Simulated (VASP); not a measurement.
SnSe, 2 atoms in the cell. Symmetry: Fm-3m, No. 225, cubic system. Conventional cell: a = 6.138 Å, b = 6.138 Å, c = 6.138 Å, α = 90.00°, β = 90.00°, γ = 90.00°. Sn (site symmetry m-3m) has 6 Se at 3.07 Å within 4.0 Å. Se (site symmetry m-3m) has 6 Sn at 3.07 Å within 4.0 Å.  This cell differs from its parent crystal: volume scaled by 1.06.

```yaml
Program: VASP 6.6.1
Task: single point
Functional: r2SCAN
Potentials_or_basis: VASP PAW PBE potentials, release 64 (Sn_d, Se)
Cutoff: 520 eV
k_mesh: 10 × 10 × 10
Occupations: gaussian, width 0.02 eV
Spin: no spin polarisation
Dipole_correction: no
Further_INCAR_settings: ALGO = Normal; EDIFF = 1e-07; NBANDS = 17
```

Potentials or basis: VASP PAW PBE potentials, release 64 (Sn_d, Se).

The run is started by

```console
$ cat potpaw_PBE.64/Sn_d/POTCAR potpaw_PBE.64/Se/POTCAR > POTCAR
$ cp INCAR.step1 INCAR
$ mpirun -np 1 vasp_std > vasp.out
$ cp INCAR.step2 INCAR
$ mpirun -np 1 vasp_std > vasp.out
```

Hardware: 1 thread of AMD EPYC 9R45 (Zen 5), on a shared host.

Question: Estimate the wall time of this run.

Answer: It took 3.4 min on 1 thread of AMD EPYC 9R45 (Zen 5), on a shared host, peak memory 0.18 GiB. Counts: k points 47.
